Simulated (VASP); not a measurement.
Wanted: the native input for a VASP 6.6.1 run.

| Property | Result |
| --- | --- |
| Task | single point |
| Functional | PBEsol |
| Potentials or basis | VASP PAW PBE potentials, release 64 (Al, Co) |
| Cutoff | 520 eV |
| k mesh | 16 × 16 × 16 |
| Occupations | gaussian, width 0.15 eV |
| Spin | no spin polarisation |
| Dipole correction | no |
| Further INCAR settings | ALGO = Fast; EDIFF = 1e-06; NBANDS = 13 |

The structure of AlCo lies in POSCAR:

```
AlCo
1.0
    2.7771121618      0.0000000000      0.0000000000
    0.0000000000      2.7771121618      0.0000000000
    0.0000000000      0.0000000000      2.9039853063
Al Co
1 1
Direct
    0.0000000000      0.0000000000      0.0000000000
    0.5000000000      0.5000000000      0.5000000000
```

This cell differs from its parent crystal: strain -0.015 along x and y, +0.030 along z.

One way to write it, as run:

INCAR

```
SYSTEM = AlCo
PREC     = Accurate       ! precision mode
ENCUT    = 520            ! plane-wave cutoff, eV
EDIFF    = 1E-6           ! SCF threshold, eV
ISMEAR   = 0              ! smearing method
SIGMA    = 0.15           ! smearing width, eV
LREAL    = .FALSE.        ! projectors in reciprocal space
LASPH    = .TRUE.         ! aspherical terms in the spheres
NELM     = 60             ! most SCF steps
ALGO     = Fast           ! electronic algorithm
ISIF     = 2              ! what is computed and relaxed
LWAVE    = .FALSE.        ! write WAVECAR
LCHARG   = .FALSE.        ! write CHGCAR
GGA      = PS             ! functional
NBANDS   = 13             ! bands
```

KPOINTS

```
Automatic mesh
0
G
  16 16 16
  0 0 0
```

Potentials or basis: VASP PAW PBE potentials, release 64 (Al, Co).

The run is started by

```bash
$ cat potpaw_PBE.64/Al/POTCAR potpaw_PBE.64/Co/POTCAR > POTCAR
$ mpirun -np 1 vasp_std > vasp.out
```

Results of the run:

The pressure is 0.7 GPa. The band gap on the k mesh is zero (bands 6 and 7 overlap by 2.58 eV).

Caveat: the cell differs from its parent crystal (strain -0.015 along x and y, +0.030 along z); the PAW data sets were made with another functional, which shifts forces and pressure a little; the run has no spin polarisation, though such a crystal can be magnetic.

Run time: 2.3 min on 1 thread of Intel Xeon 8259CL, on a shared host, peak memory 0.24 GiB.
